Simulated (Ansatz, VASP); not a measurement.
Two plane-wave programs on BAs3

Contents of POSCAR:

```
BAs3
1.0
    5.1265388319      0.0000000000      0.0000000000
    0.0000000000      5.1265388319      0.0000000000
    0.0000000000      0.0000000000      5.1265388319
B As
2 6
Direct
    0.0000000000      0.0000000000      0.0000000000
    0.5000000000      0.5000000000      0.5000000000
    0.0000000000      0.5000000000      0.2500000000
    0.0000000000      0.5000000000      0.7500000000
    0.2500000000      0.0000000000      0.5000000000
    0.7500000000      0.0000000000      0.5000000000
    0.5000000000      0.7500000000      0.0000000000
    0.5000000000      0.2500000000      0.0000000000
```

Contents of INCAR.step1:

```
  PREC = Accurate
  ENCUT = 550
  ISMEAR = 0
  SIGMA = 0.1
  LREAL = False
  LASPH = True
  NELM = 120
  GGA = PE
  ALGO = Normal
  EDIFF = 1E-5
  LWAVE = True
  LCHARG = False
  GGA_COMPAT = False
  IBRION = 2
  ISIF = 3
  EDIFFG = -0.005
  NELMIN = 4
  NSW = 100
```

The input INCAR.step2:

```
  PREC = Accurate
  ENCUT = 550
  EDIFF = 1E-7
  ISMEAR = 0
  SIGMA = 0.1
  LREAL = False
  LASPH = True
  NELM = 120
  ALGO = Normal
  ISIF = 3
  LWAVE = False
  LCHARG = False
  METAGGA = R2SCAN
  LMIXTAU = True
  IBRION = 2
  NSW = 100
  EDIFFG = -0.01
  ISTART = 1
  GGA_COMPAT = False
  NELMIN = 4
```

File KPOINTS:

```
Automatic mesh
0
Gamma
  8 8 8
```

Input for Ansatz:

```yaml
crystal:
  lattice:
    - [5.1265388319, 0.0, 0.0]
    - [0.0, 5.1265388319, 0.0]
    - [0.0, 0.0, 5.1265388319]
  atoms:
    - { symbol: B, position: [0.0, 0.0, 0.0] }
    - { symbol: B, position: [0.5, 0.5, 0.5] }
    - { symbol: As, position: [0.0, 0.5, 0.25] }
    - { symbol: As, position: [0.0, 0.5, 0.75] }
    - { symbol: As, position: [0.25, 0.0, 0.5] }
    - { symbol: As, position: [0.75, 0.0, 0.5] }
    - { symbol: As, position: [0.5, 0.75, 0.0] }
    - { symbol: As, position: [0.5, 0.25, 0.0] }
basis:
  ecutwfc: 500
kpoints:
  mp_grid: { grid: [8, 8, 8] }
hamiltonian:
  xc: r2scan
scf:
  occupations: { method: gaussian, width: 0.1 }
output:
  forces: true
  stress: true
  eigenvalues: true
relax:
  adjacent_minimum: "off"
  f_tol: 0.01
  max_steps: 80
  cell: { stress_tol: 0.05 }
```

Alike in both runs: task relaxation of cell and atoms; functional r2SCAN; k mesh 8 × 8 × 8; occupations gaussian, width 0.1 eV; no spin polarisation.

```csv
,VASP,Ansatz
version,VASP 6.6.1,Ansatz 0.2.0
potentials or method,"VASP PAW PBE potentials, release 64 (B, As), cutoff 550 eV","scalar-relativistic, plane waves, PAW"
valence electrons in the cell,36,96
```

|  | VASP | Ansatz | Ansatz less VASP |
| --- | --- | --- | --- |
| gap on the k mesh at the Fermi level, each at its own relaxed structure (eV) | none | none | - |
| relaxed volume (Å³/atom) | 16.75 | 16.78 | +0.028 |
| relaxed cell length with the largest relative difference (Å) | 5.117 | 5.120 | +0.0029 |

VASP's potentials were made for PBE, not for r2SCAN. A gap of «none» marks a metal or a gap that the smearing closes. VASP's potentials hold 36 valence electrons a cell and Ansatz's 96, so a difference there can come from the potentials and not from the codes.
